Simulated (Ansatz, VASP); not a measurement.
Zr: VASP beside Ansatz

Contents of INCAR:

```
SYSTEM = Zr
ALGO = Fast
EDIFF = 1E-6
EDIFFG = -0.01
ENCUT = 600
GGA = PS
IBRION = 2
ISIF = 3
ISMEAR = 0
LASPH = .True.
LCHARG = .False.
LREAL = .False.
LWAVE = .False.
NELM = 100
NSW = 80
PREC = Accurate
SIGMA = 0.1
```

KPOINTS

```
k-points
0
Gamma
  18 18 8
  0 0 0
```

File POSCAR:

```
Zr
1.0
    3.1773156405      0.0000000000      0.0000000000
   -1.5886578202      2.7516360605      0.0000000000
    0.0000000000      0.0000000000      5.1270350594
Zr
2
Direct
    0.3333333333      0.6666666667      0.2500000000
    0.6666666667      0.3333333333      0.7500000000
```

Input for Ansatz:

```yaml
crystal:
  lattice:
    - [3.1773156405, 0.0, 0.0]
    - [-1.5886578202, 2.7516360605, 0.0]
    - [0.0, 0.0, 5.1270350594]
  atoms:
    - { symbol: Zr, position: [0.3333333333, 0.6666666667, 0.25] }
    - { symbol: Zr, position: [0.6666666667, 0.3333333333, 0.75] }
basis:
  ecutwfc: 420
kpoints:
  mp_grid: { grid: [18, 18, 8] }
hamiltonian:
  xc: pbesol
scf:
  occupations: { method: gaussian, width: 0.1 }
output:
  forces: true
  stress: true
  eigenvalues: true
relax:
  adjacent_minimum: "off"
  f_tol: 0.01
  max_steps: 60
  cell: { stress_tol: 0.1 }
```

Alike in both runs: task relaxation of cell and atoms; functional PBEsol; k mesh 18 × 18 × 8; occupations gaussian, width 0.1 eV; no spin polarisation.

|  | VASP | Ansatz |
| --- | --- | --- |
| version | VASP 6.6.1 | Ansatz 0.2.0 |
| potentials or method | VASP PAW PBE potentials, release 64 (Zr_sv), cutoff 600 eV | scalar-relativistic, plane waves, PAW |
| valence electrons in the cell | 24 | 24 |

VASP gave:

```
gap on the k mesh at the Fermi level, each at its own relaxed structure (eV) : none
relaxed volume (Å³/atom)                                                     : 22.49
relaxed cell length with the largest relative difference (Å)                 : 5.114
```

Q: Estimate Ansatz's values.

A: gap on the k mesh at the Fermi level, each at its own relaxed structure (eV): none; relaxed volume (Å³/atom): 22.47; relaxed cell length with the largest relative difference (Å): 5.112.

VASP's potentials were made for PBE, not for PBEsol. A gap of «none» marks a metal or a gap that the smearing closes.
